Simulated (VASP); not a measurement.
A run of VASP 6.6.1:

INCAR

```
SYSTEM = TaN
ALGO = Normal ; EDIFF = 1E-7
ENCUT = 520 ; GGA = PE
ISIF = 2 ; ISMEAR = 0
ISPIN = 2 ; LASPH = .True.
LCHARG = .False. ; LMAXMIX = 4
LORBIT = 11 ; LREAL = .False.
LWAVE = .False. ; MAGMOM = 0.05 0.05 0 0
NBANDS = 28 ; NELM = 150
PREC = Accurate ; SIGMA = 0.05
```

KPOINTS

```
k-points
0
Gamma
  12 12 8
  0 0 0
```

POSCAR

```
TaN
1.0
    2.7673888859      0.0000000000      0.0000000000
   -1.3836944430      2.3966290774      0.0000000000
    0.0000000000      0.0000000000      6.0004933302
Ta N
2 2
Direct
    0.3333333333      0.6666666667      0.0387624884
    0.6666666667      0.3333333333      0.5387624884
    0.3333333333      0.6666666667      0.3462375116
    0.6666666667      0.3333333333      0.8462375116
```

Potentials or basis: VASP PAW PBE potentials, release 64 (Ta_pv, N).

Run with:

```console
$ cat potpaw_PBE.64/Ta_pv/POTCAR potpaw_PBE.64/N/POTCAR > POTCAR
$ mpirun -np 1 vasp_std > vasp.out
```

Hardware: 1 thread of Intel(R) Xeon(R) 6975P-C (Granite Rapids), with other jobs on the host.

How long does it take, and how much memory?

Run time: 77 s on 1 thread of Intel(R) Xeon(R) 6975P-C (Granite Rapids) (shared host), peak memory 0.29 GiB. Counts: scf iterations 16, k points 95.
